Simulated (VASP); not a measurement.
# SrHf (Pm-3m) in VASP: a series of runs, part 2 of 2

VASP 6.6.1. Earlier steps stand in the parts before.

## 3. Single point, PBE

This run uses another cell than the first one, of 26.78 Å³/atom.

File INCAR:

```
PREC = Accurate
ENCUT = 520
EDIFF = 1E-6
ISMEAR = 0
SIGMA = 0.1
LREAL = F
LASPH = T
NELM = 60
ALGO = Normal
ISIF = 2
LWAVE = F
LCHARG = T
GGA = PE
LELF = T
LVHAR = T
NBANDS = 17
```

File KPOINTS:

```
Automatic mesh
0
Gamma
  6 6 6
```

File POSCAR:

```
SrHf
1.0
    3.7692378894      0.0000000000      0.0000000000
    0.0000000000      3.7692378894      0.0000000000
    0.0000000000      0.0000000000      3.7692378894
Sr Hf
1 1
Direct
    0.0000000000      0.0000000000      0.0000000000
    0.5000000000      0.5000000000      0.5000000000
```

Potentials or basis: VASP PAW PBE potentials, release 64 (Sr_sv, Hf_pv).

The run is started by

```bash
$ cat potpaw_PBE.64/Sr_sv/POTCAR potpaw_PBE.64/Hf_pv/POTCAR > POTCAR
$ mpirun -np 1 vasp_std > vasp.out
```

OUTCAR:

```text
PREC = Accurate
   ENCUT = 520
   EDIFF = 1E-6
   ISMEAR = 0
   LREAL = F
   LASPH = T
   NELM = 60
   ISIF = 2
   GGA = PE

 ion  position               nearest neighbor table
   1  0.000  0.000  0.000-   2 3.26   2 3.26   2 3.26   2 3.26   2 3.26   2 3.26   2 3.26   2 3.26

   2  0.500  0.500  0.500-   1 3.26   1 3.26   1 3.26   1 3.26   1 3.26   1 3.26   1 3.26   1 3.26

  LATTYP: Found a simple cubic cell.
 ALAT       =     3.7692378894

  Lattice vectors:
[... 579 lines left out ...]
     17      12.1487      0.00000

------------------------ aborting loop because EDIFF is reached ----------------------------------------

  FORCE on cell =-STRESS in cart. coord.  units (eV):
  Direction    XX          YY          ZZ          XY          YZ          ZX
  --------------------------------------------------------------------------------------
  -------------------------------------------------------------------------------------
  Total        2.5348649      2.5348649      2.5348649     -0.0000000     -0.0000000     -0.0000000
  in kB       75.8411223     75.8411223     75.8411223     -0.0000000     -0.0000000     -0.0000000
  external PRESSURE =      75.8411223 kB  Pullay stress =       0.0000000 kB

 VOLUME and BASIS-vectors are now :
 -----------------------------------------------------------------------------
  energy-cutoff  :      520.00
  volume of cell :       53.55
      direct lattice vectors                 reciprocal lattice vectors
     3.769237889  0.000000000  0.000000000     0.265305621  0.000000000  0.000000000
     0.000000000  3.769237889  0.000000000     0.000000000  0.265305621  0.000000000
     0.000000000  0.000000000  3.769237889     0.000000000  0.000000000  0.265305621

 POSITION                                       TOTAL-FORCE (eV/Angst)
 -----------------------------------------------------------------------------------
      0.00000      0.00000      0.00000         0.000000      0.000000      0.000000
      1.88462      1.88462      1.88462         0.000000      0.000000      0.000000
 -----------------------------------------------------------------------------------
    total drift:                                0.000000      0.000000      0.000000

  FREE ENERGIE OF THE ION-ELECTRON SYSTEM (eV)
  ---------------------------------------------------
  free  energy   TOTEN  =        -9.2668065404 eV

  energy  without entropy=       -9.2417977494  energy(sigma->0) =       -9.25430214
```

OSZICAR:

```text
N       E                     dE             d eps       ncg     rms          rms(c)
DAV:   1     0.650624123433E+02    0.65062E+02   -0.10569E+04   680   0.109E+03
DAV:   2    -0.737500854475E+01   -0.72437E+02   -0.71244E+02   857   0.233E+02
DAV:   3    -0.101822768647E+02   -0.28073E+01   -0.27960E+01  1159   0.301E+01
DAV:   4    -0.102235228094E+02   -0.41246E-01   -0.41235E-01   796   0.328E+00
DAV:   5    -0.102243764336E+02   -0.85362E-03   -0.85346E-03  1060   0.352E-01    0.412E+01
DAV:   6    -0.934460970422E+01    0.87977E+00   -0.26534E+00   739   0.557E+00    0.204E+01
DAV:   7    -0.928060602544E+01    0.64004E-01   -0.57880E-01   842   0.307E+00    0.371E+00
DAV:   8    -0.926660798667E+01    0.13998E-01   -0.94034E-02   722   0.131E+00    0.495E-01
DAV:   9    -0.926677604724E+01   -0.16806E-03   -0.44566E-03   853   0.380E-01    0.206E-01
DAV:  10    -0.926680368636E+01   -0.27639E-04   -0.19601E-04   843   0.841E-02    0.783E-02
DAV:  11    -0.926680924112E+01   -0.55548E-05   -0.13575E-04   752   0.550E-02    0.362E-02
DAV:  12    -0.926680657096E+01    0.26702E-05   -0.98912E-06   735   0.180E-02    0.118E-02
DAV:  13    -0.926680654037E+01    0.30596E-07   -0.40222E-07   421   0.517E-03
   1 F= -.92668065E+01 E0= -.92543021E+01  d E =-.250088E-01
```

Wall time 21 s (1 thread of Intel Xeon 8259CL, shared host); peak memory 0.17 GiB.

What came out:

```
Free energy            : -9.2668 eV
Pressure               : 7.6 GPa
Band gap on the k mesh : zero (bands 10 and 11 overlap by 0.47 eV)
```

Caveat: the cell stands under pressure; spin-orbit coupling is left out, which moves the levels of the heavy elements.

## 4. Relaxation of cell and atoms, PBE

This run uses another cell than the first one, of 26.78 Å³/atom.

File INCAR:

```
SYSTEM = SrHf
PREC = Accurate
ENCUT = 600
EDIFF = 1E-7
ISMEAR = 0
SIGMA = 0.1
LREAL = .FALSE.
LASPH = .TRUE.
NELM = 60
ALGO = Normal
ISIF = 3
LWAVE = .FALSE.
LCHARG = .FALSE.
GGA = PE
IBRION = 2
NSW = 90
EDIFFG = -0.04
```

File KPOINTS:

```
Automatic mesh
0
G
  4 4 4
  0 0 0
```

POSCAR is that of step 3.

The run is started by

```bash
$ cat potpaw_PBE.64/Sr_sv/POTCAR potpaw_PBE.64/Hf_pv/POTCAR > POTCAR
$ mpirun -np 1 vasp_std > vasp.out
```

It took 51 s on 1 thread of Intel Xeon 8259CL, shared host; peak memory 0.18 GiB.

Results (log left out):

| Item | Value |
| --- | --- |
| Free energy | -9.5201 eV |
| Relaxed volume | 31.84 Å³/atom |
| Relaxed cell | a = 3.993 Å, b = 3.993 Å, c = 3.993 Å, α = 90.00°, β = 90.00°, γ = 90.00° |
| Space group after relaxing (to 0.1 Å) | Pm-3m (No. 221) |
| Energy gained by relaxing | 116.7 meV/atom |
| Ionic steps | 3 |
| Pressure after relaxing | 0.0 GPa |
| Band gap on the k mesh | zero (bands 10 and 11 overlap by 0.25 eV) |

The path:
```tsv
step	energy change (eV)	largest force (eV/Å)	pressure (GPa)	volume (Å³)
1	0.0000	0.0000	8.24	53.55
2	-0.2309	0.0000	-0.67	64.95
3	-0.2334	0.0000	0.03	63.68
```

Final structure:
```cif
data_structure
_symmetry_space_group_name_H-M 'P 1'
_symmetry_Int_Tables_number 1
_cell_length_a 3.9933
_cell_length_b 3.9933
_cell_length_c 3.9933
_cell_angle_alpha 90.000
_cell_angle_beta 90.000
_cell_angle_gamma 90.000
_cell_volume 63.68
loop_
_atom_site_label
_atom_site_type_symbol
_atom_site_fract_x
_atom_site_fract_y
_atom_site_fract_z
_atom_site_occupancy
Sr1 Sr 0.00000 0.00000 0.00000 1
Hf1 Hf 0.50000 0.50000 0.50000 1
```

Levels at points of the mesh, in eV from the Fermi level:
```csv
k point,band 6,band 7,band 8,band 9,band 10,band 11,band 12,band 13,band 14
"(0.00, 0.00, 0.00)",-16.95,-16.95,-5.18,-1.40,-1.40,1.53,1.53,1.53,4.36
"(0.50, 0.00, 0.00)",-16.94,-16.94,-2.77,-1.78,-0.29,1.15,1.15,1.82,2.08
"(0.50, 0.50, 0.00)",-17.16,-16.91,-2.61,-1.58,0.23,0.23,1.02,1.02,2.47
"(0.50, 0.50, 0.50)",-17.15,-17.15,-0.09,-0.09,-0.09,0.10,0.10,0.10,2.34
```

Caveat: the k points lie up to 0.39 Å⁻¹ apart in the final cell; the volume moved by over 15 % at a fixed basis, so the end points are rough; spin-orbit coupling is left out, which moves the levels of the heavy elements.

## 5. Summary

```tsv
task	cell	k mesh	cutoff (eV)	gap on the mesh (eV)	pressure (GPa)
single point	a = 3.988 Å, 2 atoms	4 × 4 × 4	520	none	0.2
single point	a = 3.769 Å, 2 atoms	6 × 6 × 6	520	none	7.6
relaxation of cell and atoms	relaxed from a = 3.769 Å, 2 atoms	4 × 4 × 4	600	none	0.0
```

Alike in all rows: level PBE; potentials or basis VASP PAW PBE potentials, release 64 (Sr_sv, Hf_pv); no spin polarisation; smearing gaussian 0.1 eV.

Caveats: some runs use coarse meshes; spin-orbit coupling is left out, which moves the levels of the heavy elements; the cell stands under pressure (at least some runs); the volume moved by over 15 % at a fixed basis, so the end points are rough (at least some runs).

Absolute energies hang on the potentials; compare differences alone.
